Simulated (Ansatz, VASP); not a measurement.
Two plane-wave programs on Ga3Se

```
Ga Se
1.0
     4.22492   -0.06337    0.00000
    -0.06337    4.22492    0.00000
     0.00000    0.00000    4.22492
Ga Se
3 1
Cartesian
  -0.0317 2.1125 2.1125
  2.1125 -0.0317 2.1125
  2.0808 2.0808 0.0000
  0.0000 0.0000 0.0000
```

Change from the starting cell: strain -0.0300 x Voigt [0, 0, 0, 0, 0, 1], atoms carried along.

Alike in both runs: task single point; functional PBEsol; dispersion D3(BJ); k mesh 12 × 12 × 12; occupations gaussian, width 0.15 eV; no spin polarisation.

|  | VASP | Ansatz |
| --- | --- | --- |
| version | VASP 6.6.1 | Ansatz 0.2.0 |
| potentials or method | VASP PAW PBE potentials, release 64 (Ga_d, Se), cutoff 520 eV | scalar-relativistic, plane waves, PAW |
| valence electrons in the cell | 45 | 55 |

VASP gave:

* gap on the k mesh at the Fermi level (eV): none
* pressure (GPa): 0.2
* traceless stress, the component that is largest in VASP (GPa): 0.12

Question: Which values does Ansatz return?

Answer: gap on the k mesh at the Fermi level (eV): none; pressure (GPa): 0.1; traceless stress, the component that is largest in VASP (GPa): 0.12.

VASP's potentials were made for PBE, not for PBEsol. A gap of «none» marks a metal or a gap that the smearing closes. VASP's potentials hold 45 valence electrons a cell and Ansatz's 55, so a difference there can come from the potentials and not from the codes.
